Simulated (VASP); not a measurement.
## MoS: relaxation of shape and atoms at fixed volume with PBE

The system is MoS.

```
CELL_PARAMETERS angstrom
3.65525 0.00000 0.00000
-1.82763 3.16554 0.00000
0.00000 0.00000 5.15995
ATOMIC_POSITIONS crystal
Mo 0.00000 0.00000 0.00000
Mo 0.00000 0.00000 0.50000
S 0.33333 0.66667 0.25000
S 0.66667 0.33333 0.75000
```

```yaml
Program: VASP 6.6.1
Task: relaxation of shape and atoms at fixed volume
Functional: PBE
Potentials_or_basis: VASP PAW PBE potentials, release 64 (Mo_sv, S)
Cutoff: 600 eV
k_mesh: 10 × 10 × 6
Occupations: gaussian, width 0.05 eV
Spin: collinear spin
Starting_moments: "[0.05, 0.05, 0.0, 0.0] μB"
Dipole_correction: no
Further_INCAR_settings: ALGO = Normal; EDIFF = 1e-06; IBRION = 2; EDIFFG = -0.01; NSW = 60; ISIF = 4
```

The energy gained by relaxing is 0.2 meV/atom, the ionic steps are 2 and the pressure after relaxing is 10.8 GPa. The band gap on the k mesh is zero (filled and empty bands overlap). The net moment is 0.00 μB per cell and the valence electrons inside the program's atomic spheres are Mo 12.60; S 3.73.

Stress tensor (GPa, compression positive):
```
10.77  0.00  0.00
 0.00 10.77  0.00
 0.00  0.00 10.91
```

The path:
```csv
step,energy change (eV),largest force (eV/Å),pressure (GPa),volume (Å³)
1,0.0000,0.0000,10.99,59.71
2,-0.0006,0.0000,10.82,59.71
```

Final structure:
```xyz
4
Lattice="3.6499 0.0000 0.0000 -1.8249 3.1609 0.0000 0.0000 0.0000 5.1752" Properties=species:S:1:pos:R:3 pbc="T T T"
Mo    3.6499    0.0000    0.0000
Mo    3.6499    0.0000    2.5876
S     0.0000    2.1072    1.2938
S     1.8249    1.0536    3.8814
```

Levels at points of the mesh, in eV from the Fermi level:
Spin up:
```tsv
k point	band 18	band 19	band 20	band 21	band 22	band 23
(0.00, 0.00, 0.00)	-2.97	-2.16	-1.76	-1.76	1.72	1.72
(0.50, 0.00, 0.00)	-1.04	-0.55	0.16	0.39	1.55	1.59
(0.00, 0.00, 0.50)	-1.51	-1.51	-1.51	-0.79	-0.79	2.55
(0.50, 0.00, 0.50)	-1.75	0.05	0.05	0.07	0.07	1.71
```
Spin down:
```
           k point  band 18  band 19  band 20  band 21  band 22  band 23
(0.00, 0.00, 0.00)    -2.97    -2.16    -1.76    -1.76     1.72     1.72
(0.50, 0.00, 0.00)    -1.04    -0.55     0.16     0.39     1.55     1.59
(0.00, 0.00, 0.50)    -1.51    -1.51    -1.51    -0.79    -0.79     2.55
(0.50, 0.00, 0.50)    -1.75     0.05     0.05     0.07     0.07     1.71
```

Wall time 4.4 min on 1 thread of Oxide Virtual Turin-like Processor, on a shared host, peak memory 0.28 GiB.
